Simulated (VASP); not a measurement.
# Nb (R-3m) in VASP: notebook

Runs on Nb. Level: PBE. Tasks: single point.

Program: VASP 6.6.1. These are calculated values, not measurements. Logs are shortened: lines on timing, memory, paths and dates and some standing lists are left out, and cuts for length are marked.

## (1) The cell of the first run

Symmetry: R-3m, No. 166, trigonal system. Conventional cell: a = 4.822 Å, b = 4.822 Å, c = 2.746 Å, α = 90.00°, β = 90.00°, γ = 120.00°. Within 3.6 Å of Nb (site symmetry -3m) lie 14 Nb at 2.75 to 3.33 Å.

## (2) Single point, PBE

Input file INCAR:

```
SYSTEM = Nb
ALGO = Fast ; EDIFF = 1E-6
ENCUT = 520 ; GGA = PE
ISIF = 2 ; ISMEAR = 0
LASPH = .True. ; LCHARG = .False.
LREAL = .False. ; LWAVE = .False.
NBANDS = 12 ; NELM = 60
PREC = Accurate ; SIGMA = 0.15
```

Input file KPOINTS:

```
k-points
0
Gamma
  22 22 22
  0 0 0
```

Input file POSCAR:

```
Nb
1.0
   -1.7444682785      1.6649159791      1.6649159791
    1.6649159791     -1.7444682785      1.6649159791
    1.6649159791      1.6649159791     -1.7444682785
Nb
1
Direct
    0.0000000000      0.0000000000      0.0000000000
```

Potentials or basis: VASP PAW PBE potentials, release 64 (Nb_sv).

The run is started by

```bash
cat potpaw_PBE.64/Nb_sv/POTCAR > POTCAR
mpirun -np 1 vasp_std > vasp.out
```

OUTCAR:

```text
SYSTEM = Nb
   EDIFF = 1E-6
   ENCUT = 520
   GGA = PE
   ISIF = 2
   ISMEAR = 0
   LASPH = .True.
   LREAL = .False.
   NELM = 60
   PREC = Accurate

 ion  position               nearest neighbor table
   1  0.000  0.000  0.000-

  LATTYP: Found a trigonal (rhomboedric) cell.
 ALAT       =     2.9303685791
 COS(alpha) =    -0.3536531715

  Lattice vectors:

 A1 = (  -1.7444682785,   1.6649159791,   1.6649159791)
 A2 = (   1.6649159791,  -1.7444682785,   1.6649159791)
 A3 = (   1.6649159791,   1.6649159791,  -1.7444682785)

Analysis of symmetry for initial positions (statically):
=====================================================================
 Subroutine PRICEL returns:
 Original cell was already a primitive cell.

 Routine SETGRP: Setting up the symmetry group for a
 trigonal (rhombohedral) supercell.

 Subroutine GETGRP returns: Found 12 space group operations
 (whereof 12 operations were pure point group operations)
 out of a pool of 12 trial point group operations.

The static configuration has the point symmetry D_3d.

Analysis of symmetry for dynamics (positions and initial velocities):
=====================================================================
 Subroutine PRICEL returns:
 Original cell was already a primitive cell.

 Routine SETGRP: Setting up the symmetry group for a
 trigonal (rhombohedral) supercell.

 Subroutine GETGRP returns: Found 12 space group operations
 (whereof 12 operations were pure point group operations)
 out of a pool of 12 trial point group operations.

The dynamic configuration has the point symmetry D_3d.

 Subroutine INISYM returns: Found 12 space group operations
 (whereof 12 operations are pure point group operations),
 and found     1 'primitive' translations

----------------------------------------------------------------------------------------

                                     Primitive cell

  volume of cell :      18.4281

  direct lattice vectors                    reciprocal lattice vectors
    -1.744468279  1.664915979  1.664915979     0.014717969  0.308026063  0.308026063
     1.664915979 -1.744468279  1.664915979     0.308026063  0.014717969  0.308026063
     1.664915979  1.664915979 -1.744468279     0.308026063  0.308026063  0.014717969

  length of vectors
     2.930368579  2.930368579  2.930368579     0.435863201  0.435863201  0.435863201

  position of ions in fractional coordinates (direct lattice)
     0.000000000  0.000000000  0.000000000

  ion indices of the primitive-cell ions
   primitive index   ion index
                 1           1

----------------------------------------------------------------------------------------

 KPOINTS: k-points

Automatic generation of k-mesh.
 Grid dimensions read from file:
 generate k-points for:   22   22   22

 Generating k-lattice:

  Cartesian coordinates                     Fractional coordinates (reciprocal lattice)
     0.000668999  0.014001185  0.014001185     0.045454545  0.000000000  0.000000000
     0.014001185  0.000668999  0.014001185     0.000000000  0.045454545  0.000000000
     0.014001185  0.014001185  0.000668999    -0.000000000 -0.000000000  0.045454545

  Length of vectors
     0.019811964  0.019811964  0.019811964

  Shift w.r.t. Gamma in fractional coordinates (k-lattice)
     0.000000000  0.000000000  0.000000000

 Subroutine IBZKPT returns following result:
 ===========================================

 Found   1024 irreducible k-points:

 Following reciprocal coordinates:
            Coordinates               Weight
  0.000000  0.000000  0.000000      1.000000
  0.045455  0.000000  0.000000      6.000000
  0.090909  0.000000  0.000000      6.000000
  0.136364 -0.000000 -0.000000      6.000000
  0.181818  0.000000  0.000000      6.000000
  0.227273 -0.000000 -0.000000      6.000000
[... 16 lines left out ...]
  0.500000  0.045455  0.000000     12.000000
 -0.454545  0.045455  0.000000     12.000000
 [... further k-points ...]
   k-points           NKPTS =   1024   k-points in BZ     NKDIM =   1024   number of bands    NBANDS=     12
   number of dos      NEDOS =    301   number of ions     NIONS =      1
   total plane-waves  NPLWV =  13824
   dimension x,y,z NGX =    24 NGY =   24 NGZ =   24
   dimension x,y,z NGXF=    48 NGYF=   48 NGZF=   48
   ions per type =               1
   NGX,Y,Z   is equivalent  to a cutoff of  13.62, 13.62, 13.62 a.u.
   NGXF,Y,Z  is equivalent  to a cutoff of  27.23, 27.23, 27.23 a.u.
 SYSTEM =  Nb
   PREC   = accura    normal or accurate (medium, high low for compatibility)
   ISTART =      0    job   : 0-new  1-cont  2-samecut
   ICHARG =      2    charge: 1-file 2-atom 10-const
   ISPIN  =      1    spin polarized calculation?
   LNONCOLLINEAR =      F non collinear calculations
   LSORBIT =      F    spin-orbit coupling
   LASPH  =      T    aspherical Exc in radial PAW
   ENCUT  =  520.0 eV  38.22 Ry    6.18 a.u.   5.45  5.45  5.45*2*pi/ulx,y,z
   NELM   =     60;   NELMIN=  2; NELMDL= -5     # of ELM steps
   EDIFF  = 0.1E-05   stopping-criterion for ELM
   LREAL  =      F    real-space projection
   EDIFFG = 0.1E-04   stopping-criterion for IOM
   NSW    =      0    number of steps for IOM
   IBRION =     -1    ionic relax: 0-MD 1-quasi-New 2-CG
   NFREE  =      0    steps in history (QN), initial steepest desc. (CG)
   ISIF   =      2    stress and relaxation
   ISYM   =      2    0-nonsym 1-usesym 2-fastsym
   POTIM  = 0.5000    time-step for ionic-motion
   TEBEG  =    0.0;   TEEND  =   0.0 temperature during run
   PSTRESS=    0.0 pullay stress
   NELECT =      13.0000    total number of electrons
   NUPDOWN=      -1.0000    fix difference up-down
   EMIN   =  10.00;   EMAX   =-10.00  energy-range for DOS
   EFERMI =   0.00;   METHOD = LEGACY
   ISMEAR =     0;   SIGMA  =   0.15  broadening in eV -4-tet -1-fermi 0-gaus
   EFERMI_NEDOS =   21; number of points for ismear=-14 and -15
   IALGO  =     68    algorithm
   IMIX   =      4    mixing-type and parameters
     AMIX     =   0.40;   BMIX     =  1.00
     AMIX_MAG =   1.60;   BMIX_MAG =  1.00
  volume/ion in A,a.u.               =      18.43       124.36
  Fermi-wavevector in a.u.,A,eV,Ry     =   1.457345  2.753983 28.896790  2.123854
  Thomas-Fermi vector in A             =   2.574157
   LORBIT       =      0    0 simple, 1 ext, 2 COOP (PROOUT), +10 PAW based schemes
   GGA     = PE    functional components
   LHFCALC =     F    Hartree Fock is set to
   AEXX    =    0.0000 exact exchange contribution
   IVDW    =     0    specifies the selected vdW correction
   LEPSILON=     F    determine dielectric tensor
   LRPA    =     F    only Hartree local field effects (RPA)
 non-spin polarized calculation
 RMM-DIIS sequential band-by-band and
 Gauss-broadening in eV      SIGMA  =   0.15
  energy-cutoff  :      520.00
  volume of cell :       18.43
 maximum number of plane-waves:       507
 NGX is ok and might be reduce to    24

 number of electron      13.0000001 magnetization

 Free energy of the ion-electron system (eV)
  ---------------------------------------------------
  ext. energy  EPLUGINS =         0.00000000
  ---------------------------------------------------
  free energy    TOTEN  =       -10.21678013 eV

  energy without entropy =      -10.19965887  energy(sigma->0) =      -10.20821950

 E-fermi :  10.8946     XC(G=0): -12.3763

 val. band max:       10.8921017364   @ k =  -0.0909   0.2727   0.0455
 cond. band min:      10.8970439603   @ k =  -0.4545   0.5000   0.1818
 fundamental gap:      0.0049422239
 Fermi energy:        10.8946076586

 k-point     1 :       0.0000    0.0000    0.0000
  band No.  band energies     occupation
      1     -43.5339      2.00000
      2     -18.9547      2.00000
      3     -18.9547      2.00000
      4     -18.6826      2.00000
      5       4.9701      2.00000
      6      10.5533      1.99871
      7      11.4745      0.00000
      8      11.4745      0.00000
      9      14.2240      0.00000
     10      14.2240      0.00000
     11      24.2503      0.00000
     12      25.4449      0.00000

 k-point     2 :       0.0455    0.0000    0.0000
  band No.  band energies     occupation
      1     -43.5285      2.00000
      2     -18.9667      2.00000
      3     -18.9543      2.00000
      4     -18.7126      2.00000
      5       5.0582      2.00000
      6      10.6226      1.98967
      7      11.4232      0.00000
      8      11.5074      0.00000
      9      14.0988      0.00000
     10      14.2018      0.00000
     11      24.3488      0.00000
     12      25.6075      0.00000

 k-point     3 :       0.0909    0.0000    0.0000
  band No.  band energies     occupation
      1     -43.5127      2.00000
      2     -19.0048      2.00000
      3     -18.9529      2.00000
      4     -18.7958      2.00000
      5       5.3143      2.00000
      6      10.8078      1.58677
      7      11.2757      0.00033
      8      11.6146      0.00000
      9      13.7824      0.00000
     10      14.1450      0.00000
     11      24.6206      0.00000
     12      26.0483      0.00000

 k-point     4 :       0.1364   -0.0000   -0.0000
  band No.  band energies     occupation
      1     -43.4876      2.00000
      2     -19.0823      2.00000
      3     -18.9508      2.00000
      4     -18.9072      2.00000
      5       5.7137      2.00000
      6      11.0134      0.26270
      7      11.0501      0.14276
      8      11.8469      0.00000
      9      13.4231      0.00000
     10      14.0781      0.00000
     11      24.9833      0.00000
     12      26.7225      0.00000

 k-point     5 :       0.1818    0.0000    0.0000
  band No.  band energies     occupation
      1     -43.4553      2.00000
      2     -19.2229      2.00000
      3     -19.0050      2.00000
      4     -18.9481      2.00000
      5       6.2099      2.00000
      6      10.7722      1.75136
      7      11.0836      0.07476
      8      12.2969      0.00000
      9      13.1921      0.00000
     10      14.0268      0.00000
     11      25.2536      0.00000
     12      27.4936      0.00000
[... 228 lines left out ...]
      1     -43.2695      2.00000
      2     -20.1703      2.00000
      3     -19.3132      2.00000
      4     -18.9409      2.00000
      5       7.3530      2.00000
      6       9.4546      2.00000
      7      12.5815      0.00000
      8      13.9292      0.00000
      9      14.4368      0.00000
     10      16.9694      0.00000
     11      22.4898      0.00000
     12      23.6036      0.00000

 k-point    22 :       0.4545    0.0455    0.0000
  band No.  band energies     occupation
      1     -43.2600      2.00000
      2     -20.2120      2.00000
      3     -19.3347      2.00000
      4     -18.9415      2.00000
      5       7.2959      2.00000
      6       9.3877      2.00000
      7      13.0604      0.00000
      8      13.8695      0.00000
      9      14.5576      0.00000
     10      17.3144      0.00000
     11      22.2500      0.00000
     12      23.2232      0.00000

 k-point    23 :       0.5000    0.0455    0.0000
  band No.  band energies     occupation
      1     -43.2617      2.00000
      2     -20.1991      2.00000
      3     -19.3396      2.00000
      4     -18.9430      2.00000
      5       7.2945      2.00000
      6       9.3902      2.00000
      7      13.1004      0.00000
      8      13.8657      0.00000
      9      14.5726      0.00000
     10      17.2356      0.00000
     11      22.2597      0.00000
     12      23.1592      0.00000

 k-point    24 :      -0.4545    0.0455    0.0000
  band No.  band energies     occupation
      1     -43.2745      2.00000
      2     -20.1329      2.00000
      3     -19.3267      2.00000
      4     -18.9452      2.00000
      5       7.3474      2.00000
      6       9.4605      2.00000
      7      12.6796      0.00000
      8      13.9304      0.00000
      9      14.4741      0.00000
     10      16.7631      0.00000
     11      22.5157      0.00000
     12      23.4713      0.00000

 [... further k-points ...]

------------------------ aborting loop because EDIFF is reached ----------------------------------------

  FORCE on cell =-STRESS in cart. coord.  units (eV):
  Direction    XX          YY          ZZ          XY          YZ          ZX
  --------------------------------------------------------------------------------------
  -------------------------------------------------------------------------------------
  Total       -0.3086916     -0.3086916     -0.3086916      0.0986158      0.0986158      0.0986158
  in kB      -26.8382771    -26.8382771    -26.8382771      8.5738553      8.5738553      8.5738553
  external PRESSURE =     -26.8382771 kB  Pullay stress =       0.0000000 kB

 VOLUME and BASIS-vectors are now :
 -----------------------------------------------------------------------------
  energy-cutoff  :      520.00
  volume of cell :       18.43
      direct lattice vectors                 reciprocal lattice vectors
    -1.744468279  1.664915979  1.664915979     0.014717969  0.308026063  0.308026063
     1.664915979 -1.744468279  1.664915979     0.308026063  0.014717969  0.308026063
     1.664915979  1.664915979 -1.744468279     0.308026063  0.308026063  0.014717969

 POSITION                                       TOTAL-FORCE (eV/Angst)
 -----------------------------------------------------------------------------------
      0.00000      0.00000      0.00000         0.000000      0.000000      0.000000
 -----------------------------------------------------------------------------------
    total drift:                                0.000000      0.000000     -0.000000

  FREE ENERGIE OF THE ION-ELECTRON SYSTEM (eV)
  ---------------------------------------------------
  free  energy   TOTEN  =       -10.2167801258 eV

  energy  without entropy=      -10.1996588650  energy(sigma->0) =      -10.20821950
```

Wall time 9.1 min (1 thread of Intel Xeon 8259CL, shared host); peak memory 0.33 GiB.

What came out:

```yaml
Free_energy: -10.2168 eV
Pressure: -2.7 GPa
Band_gap_on_the_k_mesh: zero (an odd number of electrons rules out a gap without spin polarisation)
```

Stress tensor (GPa, compression positive):
```
-2.68  0.86  0.86
 0.86 -2.68  0.86
 0.86  0.86 -2.68
```

## (3) Single point, PBE

This run uses another cell than the first one, of the same volume but with other edges.

Input file INCAR:

```
SYSTEM = Nb
ALGO = Fast ; EDIFF = 1E-6
ENCUT = 520 ; GGA = PE
ISIF = 2 ; ISMEAR = 0
LASPH = .TRUE. ; LCHARG = .TRUE.
LELF = .TRUE. ; LREAL = .FALSE.
LVHAR = .TRUE. ; LWAVE = .FALSE.
NBANDS = 12 ; NELM = 100
PREC = Accurate ; SIGMA = 0.15
```

Input file KPOINTS:

```
k-points
0
G
  22 22 22
  0 0 0
```

Input file POSCAR:

```
Nb
1.0
   -1.5785582668      1.6650546102      1.6650546102
    1.6650546102     -1.5785582668      1.6650546102
    1.6650546102      1.6650546102     -1.5785582668
Nb
1
Direct
    0.0000000000      0.0000000000      0.0000000000
```

Potentials or basis: VASP PAW PBE potentials, release 64 (Nb_sv).

The run is started by

```bash
cat potpaw_PBE.64/Nb_sv/POTCAR > POTCAR
mpirun -np 1 vasp_std > vasp.out
```

OUTCAR:

```text
SYSTEM = Nb
   EDIFF = 1E-6
   ENCUT = 520
   GGA = PE
   ISIF = 2
   ISMEAR = 0
   LASPH = .TRUE.
   LREAL = .FALSE.
   NELM = 100
   PREC = Accurate

 ion  position               nearest neighbor table
   1  0.000  0.000  0.000-

  LATTYP: Found a trigonal (rhomboedric) cell.
 ALAT       =     2.8349003354
 COS(alpha) =    -0.3091289928

  Lattice vectors:

 A1 = (  -1.5785582668,   1.6650546102,   1.6650546102)
 A2 = (   1.6650546102,  -1.5785582668,   1.6650546102)
 A3 = (   1.6650546102,   1.6650546102,  -1.5785582668)

Analysis of symmetry for initial positions (statically):
=====================================================================
 Subroutine PRICEL returns:
 Original cell was already a primitive cell.

 Routine SETGRP: Setting up the symmetry group for a
 trigonal (rhombohedral) supercell.

 Subroutine GETGRP returns: Found 12 space group operations
 (whereof 12 operations were pure point group operations)
 out of a pool of 12 trial point group operations.

The static configuration has the point symmetry D_3d.

[... 168 lines left out ...]
  band No.  band energies     occupation
      1     -43.5212      2.00000
      2     -18.9860      2.00000
      3     -18.7884      2.00000
      4     -18.7884      2.00000
      5       4.9714      2.00000
      6      10.7908      1.52534
      7      10.7908      1.52533
      8      11.9882      0.00000
      9      14.2095      0.00000
     10      14.2095      0.00000
     11      24.6489      0.00000
     12      24.6489      0.00000
[... 331 lines left out ...]
 k-point    24 :      -0.4545    0.0455    0.0000
  band No.  band energies     occupation
      1     -43.3267      2.00000
      2     -20.0768      2.00000
      3     -19.1617      2.00000
      4     -18.8163      2.00000
      5       7.3719      2.00000
      6       9.2574      2.00000
      7      12.0623      0.00000
      8      14.3428      0.00000
      9      14.9816      0.00000
     10      16.5318      0.00000
     11      22.5555      0.00000
     12      23.1708      0.00000

 [... further k-points ...]

------------------------ aborting loop because EDIFF is reached ----------------------------------------

  FORCE on cell =-STRESS in cart. coord.  units (eV):
  Direction    XX          YY          ZZ          XY          YZ          ZX
  --------------------------------------------------------------------------------------
  -------------------------------------------------------------------------------------
  Total       -0.3319724     -0.3319724     -0.3319724     -0.1038833     -0.1038833     -0.1038833
  in kB      -28.8623580    -28.8623580    -28.8623580     -9.0318216     -9.0318216     -9.0318216
  external PRESSURE =     -28.8623580 kB  Pullay stress =       0.0000000 kB

 VOLUME and BASIS-vectors are now :
 -----------------------------------------------------------------------------
  energy-cutoff  :      520.00
  volume of cell :       18.43
      direct lattice vectors                 reciprocal lattice vectors
    -1.578558267  1.665054610  1.665054610    -0.015224602  0.293073594  0.293073594
     1.665054610 -1.578558267  1.665054610     0.293073594 -0.015224602  0.293073594
     1.665054610  1.665054610 -1.578558267     0.293073594  0.293073594 -0.015224602

 POSITION                                       TOTAL-FORCE (eV/Angst)
 -----------------------------------------------------------------------------------
      0.00000      0.00000      0.00000         0.000000      0.000000      0.000000
 -----------------------------------------------------------------------------------
    total drift:                                0.000000      0.000000      0.000000

  FREE ENERGIE OF THE ION-ELECTRON SYSTEM (eV)
  ---------------------------------------------------
  free  energy   TOTEN  =       -10.2136950428 eV

  energy  without entropy=      -10.1956544880  energy(sigma->0) =      -10.20467477
```

It took 9.4 min on 1 thread of Intel Xeon 8259CL, shared host; peak memory 0.33 GiB.

Results:

| Item | Value |
| --- | --- |
| Free energy | -10.2137 eV |
| Pressure | -2.9 GPa |
| Band gap on the k mesh | zero (an odd number of electrons rules out a gap without spin polarisation) |
